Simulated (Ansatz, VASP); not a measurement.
**C: VASP beside Ansatz**

```
C
1.0
     2.13559   -1.23325   -0.04524
     2.13559    1.23325   -0.04524
    -0.15208    0.00000    4.12693
C
2
Direct
  0.33333 0.33333 0.00000
  0.66667 0.66667 0.00000
```

Change from the starting cell: the structure that the rattled cell fell into.

Alike in both runs: functional PBE; k mesh 8 × 8 × 6; occupations gaussian, width 0.1 eV; no spin polarisation.

Ansatz relaxed the structure, and its values are those at the end. VASP's run is a single point on that final structure, the one shown.

|  | VASP | Ansatz |
| --- | --- | --- |
| version | VASP 6.6.1 | Ansatz 0.2.0 |
| potentials or method | VASP PAW PBE potentials, release 64 (C), cutoff 600 eV | scalar-relativistic, plane waves, PAW |
| valence electrons in the cell | 8 | 8 |

|  | VASP | Ansatz | Ansatz less VASP |
| --- | --- | --- | --- |
| gap on the k mesh at the Fermi level (eV) | 1.62 | 1.62 | +0.001 |
| least direct gap on the mesh (eV) | 1.94 | 1.94 | +0.001 |
| pressure (GPa) | 0.1 | 0.1 | -0.01 |

The functional is the same, so the differences come from potentials, cutoffs and numerics.
